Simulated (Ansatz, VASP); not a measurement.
NaF: VASP beside Ansatz

```
CELL_PARAMETERS angstrom
0.00000 2.40889 2.40889
2.40889 0.00000 2.40889
2.40889 2.40889 0.00000
ATOMIC_POSITIONS crystal
Na 0.00000 0.00000 0.00000
F 0.50000 0.50000 0.50000
```

Change from the starting cell: hydrostatic strain +4.9%.

Alike in both runs: task single point; functional HSE06; k mesh 6 × 6 × 6; no spin polarisation.

|  | VASP | Ansatz |
| --- | --- | --- |
| version | VASP 6.6.1 | Ansatz 0.2.0 |
| potentials or method | VASP PAW PBE potentials, release 64 (Na_pv, F) | plane waves, PAW |
| plane-wave cutoff (eV) | 520 | 420 |
| occupations | gaussian, width 0.01 eV | fixed |
| valence electrons in the cell | 14 | 16 |

Ansatz gave:

* gap on the k mesh at the Fermi level (eV): 7.83
* pressure (GPa): -4.3

Question: Which values does VASP return?

Answer: gap on the k mesh at the Fermi level (eV): 7.80; pressure (GPa): -4.3.

VASP's potentials hold 14 valence electrons a cell and Ansatz's 16, so a difference there can come from the potentials and not from the codes. Ansatz's warnings: stress exchange threshold loose, stress scf threshold loose.
